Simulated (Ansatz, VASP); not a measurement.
Two plane-wave programs on Nb

```
CELL_PARAMETERS angstrom
2.94469 0.00000 0.00000
-1.47234 2.55018 0.00000
0.00000 0.00000 5.37805
ATOMIC_POSITIONS crystal
Nb 0.33333 0.66667 0.25000
Nb 0.66667 0.33333 0.75000
```

Alike in both runs: task single point; functional PBE; k mesh 21 × 21 × 10; occupations fermi-dirac, width 0.1 eV; no spin polarisation.

```csv
,VASP,Ansatz
version,VASP 6.6.1,Ansatz 0.2.0
potentials or method,"VASP PAW PBE potentials, release 64 (Nb_sv), cutoff 520 eV","plane waves (420 eV) with PAW, scalar-relativistic"
valence electrons in the cell,26,26
```

```csv
,VASP,Ansatz,Ansatz less VASP
pressure (GPa),-11.0,-10.8,+0.27
"traceless stress, the component that is largest in VASP (GPa)",0.78,0.81,+0.032
```

The functional is the same, so the differences come from potentials, cutoffs and numerics.
